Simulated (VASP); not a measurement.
# Sn (Im-3m) in VASP: further runs, part 2 of 2

VASP 6.6.1.

### Step 3. Relaxation of cell and atoms, r2SCAN, target pressure 30 GPa, at which the enthalpy is minimised

POSCAR reads:

```
Sn
1.0
   -1.8946518192      1.8946518192      1.8946518192
    1.8946518192     -1.8946518192      1.8946518192
    1.8946518192      1.8946518192     -1.8946518192
Sn
1
Direct
    0.0000000000      0.0000000000      0.0000000000
```

INCAR.step1 reads:

```
SYSTEM = Sn
ALGO = Normal
EDIFF = 1E-4
ENCUT = 600
GGA = PE
ISMEAR = -1
LASPH = .TRUE.
LCHARG = .FALSE.
LREAL = .FALSE.
LWAVE = .TRUE.
NELM = 100
PREC = Accurate
SIGMA = 0.05
```

INCAR.step2 reads:

```
SYSTEM = Sn
ALGO = Normal
EDIFF = 1E-7
EDIFFG = -0.01
ENCUT = 600
IBRION = 2
ISIF = 3
ISMEAR = -1
ISTART = 1
LASPH = .TRUE.
LCHARG = .FALSE.
LMIXTAU = .TRUE.
LREAL = .FALSE.
LWAVE = .FALSE.
METAGGA = R2SCAN
NELM = 100
NSW = 60
PREC = Accurate
PSTRESS = 300.0
SIGMA = 0.05
```

KPOINTS reads:

```
k-points
0
G
  10 10 10
  0 0 0
```

Potentials or basis: VASP PAW PBE potentials, release 64 (Sn_d).

Launch:

```console
$ cat potpaw_PBE.64/Sn_d/POTCAR > POTCAR
$ cp INCAR.step1 INCAR
$ mpirun -np 1 vasp_std > vasp.out
$ cp INCAR.step2 INCAR
$ mpirun -np 1 vasp_std > vasp.out
```

Run time: 9.8 min. Hardware: 1 thread of Intel Xeon 6975P-C, shared host; peak memory 0.19 GiB.

Results (log left out):

```
Free energy                                            : -24.0318 eV
Relaxed volume                                         : 20.20 Å³/atom
Relaxed cell                                           : a = 2.972 Å, b = 2.972 Å, c = 2.972 Å, α = 109.47°, β = 109.47°, γ = 109.47°
Space group after relaxing (to 0.05 Å)                 : Im-3m (No. 229)
Energy change on relaxing (the enthalpy is what falls) : +459.8 meV/atom
Ionic steps                                            : 15
Pressure after relaxing                                : 29.9 GPa
Band gap on the k mesh                                 : zero (band 7 reaches 24.07 eV, above the bottom of band 8 at 8.70 eV)
```

The path:
```
step  energy change (eV)  largest force (eV/Å)  pressure (GPa)  volume (Å³)
   1              0.0000                0.0000           -0.71        27.20
   2              7.6325                0.0000          361.10        11.40
   3              0.2956                0.0000           21.82        21.23
   4              0.3724                0.0000           25.70        20.71
   5              0.4638                0.0000           30.14        20.18
   6              0.4404                0.0000           29.02        20.31
   7              0.4417                0.0000           29.08        20.30
   8              0.4458                0.0000           29.29        20.28
   9              0.4459                0.0000           29.30        20.28
  10              0.4461                0.0000           29.32        20.28
  11              0.4466                0.0000           29.32        20.28
  12              0.4474                0.0000           29.37        20.27
  13              0.4492                0.0000           29.44        20.26
  14              0.4527                0.0000           29.62        20.24
  15              0.4598                0.0000           29.95        20.20
```

Final structure:
```
Sn
1.0
    -1.71578    1.71578    1.71578
     1.71578   -1.71578    1.71578
     1.71578    1.71578   -1.71578
Sn
1
Direct
  0.00000 0.00000 0.00000
```

Levels at points of the mesh, in eV from the Fermi level:
| k point | band 3 | band 4 | band 5 | band 6 | band 7 | band 8 | band 9 | band 10 | band 11 |
| --- | --- | --- | --- | --- | --- | --- | --- | --- | --- |
| (0.00, 0.00, 0.00) | -22.66 | -22.30 | -22.30 | -14.31 | 11.84 | 11.84 | 11.84 | 13.26 | 13.26 |
| (0.50, 0.00, 0.00) | -22.32 | -22.31 | -22.09 | -7.04 | -6.55 | 4.95 | 6.79 | 9.78 | 10.57 |
| (0.50, 0.50, 0.50) | -22.15 | -22.15 | -22.15 | -1.00 | -1.00 | -1.00 | -0.11 | 3.98 | 3.98 |

Caveat: the cell is relaxed towards a set pressure, so the enthalpy falls and the energy may rise; the volume moved by over 15 % at a fixed basis, so the end points are rough; the PAW data sets were made with another functional, which shifts forces and pressure a little; spin-orbit coupling is left out, which moves the levels of the heavy elements.

### Step 4. Single point, HSE06

This run uses another cell than the first one, of 28.84 Å³/atom, 1.060 times its volume.

POSCAR reads:

```
Sn
1.0
   -1.9318112889      1.9318112889      1.9318112889
    1.9318112889     -1.9318112889      1.9318112889
    1.9318112889      1.9318112889     -1.9318112889
Sn
1
Direct
    0.0000000000      0.0000000000      0.0000000000
```

INCAR.step1 reads:

```
SYSTEM = Sn
PREC = Accurate ; ENCUT = 520
EDIFF = 1E-5 ; ISMEAR = -1
SIGMA = 0.05 ; LREAL = .False.
LASPH = .True. ; NELM = 60
ALGO = Normal ; ISIF = 2
LWAVE = .True. ; LCHARG = .False.
NBANDS = 13 ; GGA = PE
```

INCAR.step2 reads:

```
SYSTEM = Sn
PREC = Accurate ; ENCUT = 520
EDIFF = 1E-7 ; ISMEAR = -1
SIGMA = 0.05 ; LREAL = .False.
LASPH = .True. ; NELM = 60
ALGO = Normal ; ISIF = 2
LWAVE = .False. ; LCHARG = .False.
GGA = PE ; LHFCALC = .True.
HFSCREEN = 0.2079 ; PRECFOCK = Normal
NBANDS = 13 ; ISTART = 1
```

KPOINTS reads:

```
regular mesh
0
Gamma
  6 6 6
  0 0 0
```

Launch:

```console
$ cat potpaw_PBE.64/Sn_d/POTCAR > POTCAR
$ cp INCAR.step1 INCAR
$ mpirun -np 1 vasp_std > vasp.out
$ cp INCAR.step2 INCAR
$ mpirun -np 1 vasp_std > vasp.out
```

Wall time 10 min (1 thread of Intel Xeon 6975P-C (Granite Rapids), shared host); peak memory 0.26 GiB.

It converged, with:

- Free energy: -4.3609 eV
- Pressure: -3.5 GPa
- Band gap on the k mesh: zero (band 7 reaches 15.63 eV, above the bottom of band 8 at 4.75 eV)

Levels at points of the mesh, in eV from the Fermi level:
```tsv
k point	band 5	band 6	band 7	band 8	band 9	band 10
(0.00, 0.00, 0.00)	-23.97	-12.22	8.09	8.09	8.09	12.57
(0.50, 0.00, 0.00)	-23.90	-7.28	-4.92	3.68	5.65	8.01
(0.50, 0.50, 0.50)	-23.91	-3.09	-0.66	-0.66	-0.66	3.92
```

Caveat: the k points lie up to 0.38 Å⁻¹ apart; the PAW data sets were made with another functional, which shifts forces and pressure a little; spin-orbit coupling is left out, which moves the levels of the heavy elements.

### Step 5. Single point, PBE0

This run uses another cell than the first one, of 28.84 Å³/atom, 1.060 times its volume.

POSCAR is that of step 4.

INCAR.step1 reads:

```
PREC     = Accurate       # precision mode
ENCUT    = 520            # plane-wave cutoff, eV
EDIFF    = 1E-5           # SCF threshold, eV
ISMEAR   = -1             # smearing method
SIGMA    = 0.05           # smearing width, eV
LREAL    = F              # projectors in reciprocal space
LASPH    = T              # aspherical terms in the spheres
NELM     = 60             # most SCF steps
ALGO     = Normal         # electronic algorithm
ISIF     = 2              # what is computed and relaxed
LWAVE    = T              # write WAVECAR
GGA      = PE             # functional
NBANDS   = 13             # bands
```

INCAR.step2 reads:

```
PREC     = Accurate       # precision mode
ENCUT    = 520            # plane-wave cutoff, eV
EDIFF    = 1E-6           # SCF threshold, eV
ISMEAR   = -1             # smearing method
SIGMA    = 0.05           # smearing width, eV
LREAL    = F              # projectors in reciprocal space
LASPH    = T              # aspherical terms in the spheres
NELM     = 60             # most SCF steps
ALGO     = Normal         # electronic algorithm
ISIF     = 2              # what is computed and relaxed
LWAVE    = F              # write WAVECAR
LCHARG   = T              # write CHGCAR
GGA      = PE             # functional
LHFCALC  = T              # exact exchange
AEXX     = 0.25           # exact-exchange fraction
PRECFOCK = Normal       
LELF     = T              # ELF
LVHAR    = T            
ISTART   = 1            
NBANDS   = 13             # bands
```

KPOINTS reads:

```
Automatic mesh
0
Gamma
  6 6 6
```

Launch:

```console
$ cat potpaw_PBE.64/Sn_d/POTCAR > POTCAR
$ cp INCAR.step1 INCAR
$ mpirun -np 1 vasp_std > vasp.out
$ cp INCAR.step2 INCAR
$ mpirun -np 1 vasp_std > vasp.out
```

It took 8.1 min on 1 thread of Intel Xeon 6975P-C (Granite Rapids), shared host; peak memory 0.17 GiB.

It converged, with:

| Item | Value |
| --- | --- |
| Free energy | -4.8422 eV |
| Pressure | -3.8 GPa |
| Band gap on the k mesh | zero (band 7 reaches 16.04 eV, above the bottom of band 8 at 4.40 eV) |

Levels at points of the mesh, in eV from the Fermi level:
```tsv
k point	band 3	band 4	band 5	band 6	band 7	band 8	band 9	band 10	band 11	band 12
(0.00, 0.00, 0.00)	-24.63	-24.51	-24.51	-12.79	8.37	8.37	8.37	12.82	12.82	12.82
(0.50, 0.00, 0.00)	-24.52	-24.52	-24.44	-7.83	-5.49	3.94	5.91	8.26	8.66	15.52
(0.50, 0.50, 0.50)	-24.46	-24.46	-24.46	-3.52	-1.05	-1.05	-1.05	4.12	4.12	19.08
```

Caveat: the k points lie up to 0.38 Å⁻¹ apart; the PAW data sets were made with another functional, which shifts forces and pressure a little; spin-orbit coupling is left out, which moves the levels of the heavy elements.

### Step 6. Summary

| task | level | cell | k mesh | cutoff (eV) | grid for exact exchange (PRECFOCK) | screening parameter | gap on the mesh (eV) | pressure (GPa) |
| --- | --- | --- | --- | --- | --- | --- | --- | --- |
| relaxation of cell and atoms | r2SCAN | relaxed to 20 GPa from a = 3.282 Å, angles 109.5°, 1 atom | 10 × 10 × 10 | 600 | - | - | none | 20.0 |
| relaxation of cell and atoms | r2SCAN | relaxed to 30 GPa from a = 3.282 Å, angles 109.5°, 1 atom | 10 × 10 × 10 | 600 | - | - | none | 29.9 |
| single point | HSE06 | a = 3.346 Å, angles 109.5°, 1 atom | 6 × 6 × 6 | 520 | Normal | 0.2079 1/Å | none | -3.5 |
| single point | PBE0 | a = 3.346 Å, angles 109.5°, 1 atom | 6 × 6 × 6 | 520 | Normal | - | none | -3.8 |

Alike in all rows: potentials or basis VASP PAW PBE potentials, release 64 (Sn_d); no spin polarisation; smearing fermi-dirac 0.05 eV.

Caveats: some runs use coarse meshes; the PAW data sets were made with another functional, which shifts forces and pressure a little; spin-orbit coupling is left out, which moves the levels of the heavy elements; the cell is relaxed towards a set pressure, so the enthalpy falls and the energy may rise (some runs); the volume moved by over 15 % at a fixed basis, so the end points are rough (some runs).

Total energies depend on the potentials used, so only differences within one code and one set of settings carry meaning.
